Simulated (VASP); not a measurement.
# NbC2 (Pn-3m) in VASP: relaxation of cell and atoms with PBE

Aim: the relaxation of cell and atoms of NbC2 with PBE.

All numbers are computed with VASP 6.6.1; they aren't measurements. Logs are shortened: lines on timing, memory, paths and dates and some standing lists are left out, and cuts for length are marked.

### 1 The cell of the first run

It takes space group Pn-3m (No. 224, cubic). Conventional cell: a = 4.668 Å, b = 4.668 Å, c = 4.668 Å, α = 90.00°, β = 90.00°, γ = 90.00°. Nb (site symmetry -43m) has 4 C at 2.02 Å within 2.7 Å. Within 2.7 Å of C (site symmetry -3m) lie 2 Nb at 2.02 Å.

The cell was generated, and may not be a known phase.

### 2 Relaxation of cell and atoms, PBE

Contents of INCAR:

```
SYSTEM = NbC2
ALGO = Normal
EDIFF = 1E-7
EDIFFG = -0.01
ENCUT = 600
GGA = PE
IBRION = 2
ISIF = 3
ISMEAR = 0
LASPH = .True.
LCHARG = .False.
LREAL = .False.
LWAVE = .False.
NELM = 80
NSW = 100
PREC = Accurate
SIGMA = 0.1
```

Contents of KPOINTS:

```
k-points
0
Gamma
  8 8 8
  0 0 0
```

Contents of POSCAR:

```
NbC2
1.0
    4.6683757876      0.0000000000      0.0000000000
    0.0000000000      4.6683757876      0.0000000000
    0.0000000000      0.0000000000      4.6683757876
Nb C
2 4
Direct
    0.0000000000      0.0000000000      0.0000000000
    0.5000000000      0.5000000000      0.5000000000
    0.7500000000      0.7500000000      0.7500000000
    0.2500000000      0.2500000000      0.7500000000
    0.2500000000      0.7500000000      0.2500000000
    0.7500000000      0.2500000000      0.2500000000
```

Potentials or basis: VASP PAW PBE potentials, release 64 (Nb_sv, C).

Command:

```console
cat potpaw_PBE.64/Nb_sv/POTCAR potpaw_PBE.64/C/POTCAR > POTCAR
mpirun -np 1 vasp_std > vasp.out
```

OUTCAR:

```text
SYSTEM = NbC2
   EDIFF = 1E-7
   EDIFFG = -0.01
   ENCUT = 600
   GGA = PE
   IBRION = 2
   ISIF = 3
   ISMEAR = 0
   LASPH = .True.
   LREAL = .False.
   NELM = 80
   NSW = 100
   PREC = Accurate

 ion  position               nearest neighbor table
   1  0.000  0.000  0.000-   3 2.02   4 2.02   5 2.02   6 2.02
   2  0.500  0.500  0.500-   3 2.02   4 2.02   5 2.02   6 2.02
   3  0.750  0.750  0.750-   1 2.02   2 2.02
   4  0.250  0.250  0.750-   1 2.02   2 2.02
   5  0.250  0.750  0.250-   1 2.02   2 2.02
   6  0.750  0.250  0.250-   1 2.02   2 2.02

  LATTYP: Found a simple cubic cell.
 ALAT       =     4.6683757876

  Lattice vectors:

 A1 = (   4.6683757876,   0.0000000000,   0.0000000000)
 A2 = (   0.0000000000,   4.6683757876,   0.0000000000)
 A3 = (   0.0000000000,   0.0000000000,   4.6683757876)

Analysis of symmetry for initial positions (statically):
=====================================================================
 Subroutine PRICEL returns:
 Original cell was already a primitive cell.

 Routine SETGRP: Setting up the symmetry group for a
 simple cubic supercell.

 Subroutine GETGRP returns: Found 48 space group operations
 (whereof 24 operations were pure point group operations)
 out of a pool of 48 trial point group operations.

The static configuration has the point symmetry T_d .
 The point group associated with its full space group is O_h .

Analysis of symmetry for dynamics (positions and initial velocities):
=====================================================================
 Subroutine PRICEL returns:
 Original cell was already a primitive cell.

 Routine SETGRP: Setting up the symmetry group for a
 simple cubic supercell.

 Subroutine GETGRP returns: Found 48 space group operations
 (whereof 24 operations were pure point group operations)
 out of a pool of 48 trial point group operations.

The dynamic configuration has the point symmetry T_d .
 The point group associated with its full space group is O_h .

 Subroutine INISYM returns: Found 48 space group operations
 (whereof 24 operations are pure point group operations),
 and found     1 'primitive' translations

----------------------------------------------------------------------------------------

                                     Primitive cell

  volume of cell :     101.7413

  direct lattice vectors                    reciprocal lattice vectors
     4.668375788  0.000000000  0.000000000     0.214207263  0.000000000  0.000000000
     0.000000000  4.668375788  0.000000000     0.000000000  0.214207263  0.000000000
     0.000000000  0.000000000  4.668375788     0.000000000  0.000000000  0.214207263

  length of vectors
     4.668375788  4.668375788  4.668375788     0.214207263  0.214207263  0.214207263

  position of ions in fractional coordinates (direct lattice)
     0.000000000  0.000000000  0.000000000
     0.500000000  0.500000000  0.500000000
     0.750000000  0.750000000  0.750000000
     0.250000000  0.250000000  0.750000000
     0.250000000  0.750000000  0.250000000
     0.750000000  0.250000000  0.250000000

  ion indices of the primitive-cell ions
   primitive index   ion index
                 1           1
                 2           2
                 3           3
                 4           4
                 5           5
                 6           6

----------------------------------------------------------------------------------------

 KPOINTS: k-points

Automatic generation of k-mesh.
 Grid dimensions read from file:
 generate k-points for:    8    8    8

 Generating k-lattice:

  Cartesian coordinates                     Fractional coordinates (reciprocal lattice)
     0.026775908  0.000000000  0.000000000     0.125000000  0.000000000  0.000000000
     0.000000000  0.026775908  0.000000000     0.000000000  0.125000000  0.000000000
     0.000000000  0.000000000  0.026775908     0.000000000  0.000000000  0.125000000

  Length of vectors
     0.026775908  0.026775908  0.026775908

  Shift w.r.t. Gamma in fractional coordinates (k-lattice)
     0.000000000  0.000000000  0.000000000

 Subroutine IBZKPT returns following result:
 ===========================================

 Found     35 irreducible k-points:

 Following reciprocal coordinates:
            Coordinates               Weight
  0.000000  0.000000  0.000000      1.000000
  0.125000  0.000000  0.000000      6.000000
  0.250000  0.000000  0.000000      6.000000
  0.375000  0.000000  0.000000      6.000000
  0.500000  0.000000  0.000000      3.000000
  0.125000  0.125000  0.000000     12.000000
[... 16 lines left out ...]
  0.375000  0.375000  0.125000     24.000000
  0.500000  0.375000  0.125000     24.000000
 [... further k-points ...]
   k-points           NKPTS =     35   k-points in BZ     NKDIM =     35   number of bands    NBANDS=     25
   number of dos      NEDOS =    301   number of ions     NIONS =      6
   total plane-waves  NPLWV =  64000
   dimension x,y,z NGX =    40 NGY =   40 NGZ =   40
   dimension x,y,z NGXF=    80 NGYF=   80 NGZF=   80
   ions per type =               2   4
   NGX,Y,Z   is equivalent  to a cutoff of  14.24, 14.24, 14.24 a.u.
   NGXF,Y,Z  is equivalent  to a cutoff of  28.49, 28.49, 28.49 a.u.
 SYSTEM =  NbC2
   PREC   = accura    normal or accurate (medium, high low for compatibility)
   ISTART =      0    job   : 0-new  1-cont  2-samecut
   ICHARG =      2    charge: 1-file 2-atom 10-const
   ISPIN  =      1    spin polarized calculation?
   LNONCOLLINEAR =      F non collinear calculations
   LSORBIT =      F    spin-orbit coupling
   LASPH  =      T    aspherical Exc in radial PAW
   ENCUT  =  600.0 eV  44.10 Ry    6.64 a.u.   9.32  9.32  9.32*2*pi/ulx,y,z
   NELM   =     80;   NELMIN=  2; NELMDL= -5     # of ELM steps
   EDIFF  = 0.1E-06   stopping-criterion for ELM
   LREAL  =      F    real-space projection
   EDIFFG = -.1E-01   stopping-criterion for IOM
   NSW    =    100    number of steps for IOM
   IBRION =      2    ionic relax: 0-MD 1-quasi-New 2-CG
   NFREE  =      1    steps in history (QN), initial steepest desc. (CG)
   ISIF   =      3    stress and relaxation
   ISYM   =      2    0-nonsym 1-usesym 2-fastsym
   POTIM  = 0.5000    time-step for ionic-motion
   TEBEG  =    0.0;   TEEND  =   0.0 temperature during run
   PSTRESS=    0.0 pullay stress
   NELECT =      42.0000    total number of electrons
   NUPDOWN=      -1.0000    fix difference up-down
   EMIN   =  10.00;   EMAX   =-10.00  energy-range for DOS
   EFERMI =   0.00;   METHOD = LEGACY
   ISMEAR =     0;   SIGMA  =   0.10  broadening in eV -4-tet -1-fermi 0-gaus
   EFERMI_NEDOS =   21; number of points for ismear=-14 and -15
   IALGO  =     38    algorithm
   IMIX   =      4    mixing-type and parameters
     AMIX     =   0.40;   BMIX     =  1.00
     AMIX_MAG =   1.60;   BMIX_MAG =  1.00
  volume/ion in A,a.u.               =      16.96       114.43
  Fermi-wavevector in a.u.,A,eV,Ry     =   1.218967  2.303515 20.216648  1.485882
  Thomas-Fermi vector in A             =   2.354236
   LORBIT       =      0    0 simple, 1 ext, 2 COOP (PROOUT), +10 PAW based schemes
   GGA     = PE    functional components
   LHFCALC =     F    Hartree Fock is set to
   AEXX    =    0.0000 exact exchange contribution
   IVDW    =     0    specifies the selected vdW correction
   LEPSILON=     F    determine dielectric tensor
   LRPA    =     F    only Hartree local field effects (RPA)
 conjugate gradient relaxation of ions
 non-spin polarized calculation
 Gauss-broadening in eV      SIGMA  =   0.10
  energy-cutoff  :      600.00
  volume of cell :      101.74
 maximum number of plane-waves:      3448
 NGX is ok and might be reduce to    40
   NGX = 19   NGY = 19   NGZ = 19

--------------------------------------- Ionic step        1  -------------------------------------------

 number of electron      42.0000001 magnetization

 Free energy of the ion-electron system (eV)
  ---------------------------------------------------
  ext. energy  EPLUGINS =         0.00000000
  ---------------------------------------------------
  free energy    TOTEN  =       -46.17025147 eV

  energy without entropy =      -46.15605709  energy(sigma->0) =      -46.16315428

------------------------ aborting loop because EDIFF is reached ----------------------------------------

  FORCE on cell =-STRESS in cart. coord.  units (eV):
  Direction    XX          YY          ZZ          XY          YZ          ZX
  --------------------------------------------------------------------------------------
  -------------------------------------------------------------------------------------
  Total       -0.2044156     -0.2044156     -0.2044156      0.0000000      0.0000000      0.0000000
  in kB       -3.2190459     -3.2190459     -3.2190459      0.0000000      0.0000000      0.0000000
  external PRESSURE =      -3.2190459 kB  Pullay stress =       0.0000000 kB
[... 65 lines left out ...]
  energy  without entropy=      -46.1562971123  energy(sigma->0) =      -46.16330482

--------------------------------------- Ionic step        3  -------------------------------------------

 number of electron      42.0000001 magnetization

 Free energy of the ion-electron system (eV)
  ---------------------------------------------------
  ext. energy  EPLUGINS =         0.00000000
  ---------------------------------------------------
  free energy    TOTEN  =       -46.17051976 eV

  energy without entropy =      -46.15641996  energy(sigma->0) =      -46.16346986

 E-fermi :   3.8012     XC(G=0):  -9.8151

 val. band max:        3.7966420662   @ k =   0.2500   0.1250   0.0000
 cond. band min:       3.8273399381   @ k =   0.3750   0.1250   0.0000
 fundamental gap:      0.0306978719
 Fermi energy:         3.8011719726

 k-point     1 :       0.0000    0.0000    0.0000
  band No.  band energies     occupation
      1     -50.2706      2.00000
      2     -50.2677      2.00000
      3     -26.4936      2.00000
      4     -26.4936      2.00000
      5     -26.4936      2.00000
      6     -26.4600      2.00000
[... 661 lines left out ...]
     24       4.2767      0.00000
     25       6.2909      0.00000

 [... further k-points ...]
[... 5 lines left out ...]
  --------------------------------------------------------------------------------------
  -------------------------------------------------------------------------------------
  Total        0.0016418      0.0016418      0.0016418      0.0000000     -0.0000000      0.0000000
  in kB        0.0259226      0.0259226      0.0259226      0.0000000     -0.0000000      0.0000000
  external PRESSURE =       0.0259226 kB  Pullay stress =       0.0000000 kB
[... 21 lines left out ...]
  FREE ENERGIE OF THE ION-ELECTRON SYSTEM (eV)
  ---------------------------------------------------
  free  energy   TOTEN  =       -46.1705197611 eV

  energy  without entropy=      -46.1564199597  energy(sigma->0) =      -46.16346986

 reached required accuracy - stopping structural energy minimisation
```

Wall time 4 min (1 thread of AMD EPYC 7R43 (Zen 3), shared host); peak memory 0.27 GiB.

What came out:

```yaml
Free_energy: -46.1705 eV
Relaxed_volume: 16.91 Å³/atom
Relaxed_cell: a = 4.664 Å, b = 4.664 Å, c = 4.664 Å, α = 90.00°, β = 90.00°, γ = 90.00°
Space_group_after_relaxing_to_0.1_Å: Pn-3m (No. 224)
Energy_gained_by_relaxing: 0.0 meV/atom
Ionic_steps: 3
Pressure_after_relaxing: 0.0 GPa
Band_gap_on_the_k_mesh: zero (bands 21 and 22 overlap by 1.14 eV)
```

Step by step:
```
step  energy change (eV)  largest force (eV/Å)  pressure (GPa)  volume (Å³)
   1              0.0000                0.0000           -0.32       101.74
   2             -0.0001                0.0000            0.29       101.24
   3             -0.0003                0.0000            0.00       101.47
```

Final structure:
```xyz
6
Lattice="4.6643 0.0000 0.0000 0.0000 4.6643 0.0000 0.0000 0.0000 4.6643" Properties=species:S:1:pos:R:3 pbc="T T T"
Nb    0.0000    0.0000    0.0000
Nb    2.3321    2.3321    2.3321
C     3.4982    3.4982    3.4982
C     1.1661    1.1661    3.4982
C     1.1661    3.4982    1.1661
C     3.4982    1.1661    1.1661
```

Levels at points of the mesh, in eV from the Fermi level:
```
           k point  band 17  band 18  band 19  band 20  band 21  band 22  band 23  band 24  band 25
(0.00, 0.00, 0.00)    -2.50    -2.00     0.46     0.46     0.46     1.41     1.41     1.41     1.41
(0.50, 0.00, 0.00)    -2.46    -2.46    -1.47    -1.47     0.35     0.35     0.66     0.66     2.84
(0.50, 0.50, 0.00)    -2.24    -2.24    -1.84    -1.84    -0.55    -0.55     0.29     0.29     2.78
(0.50, 0.50, 0.50)    -1.43    -1.43    -1.43    -1.17    -1.17     1.46     1.46     1.46     1.57
```

The gap in the log of VASP goes by the Fermi energy; the results here count the filled bands.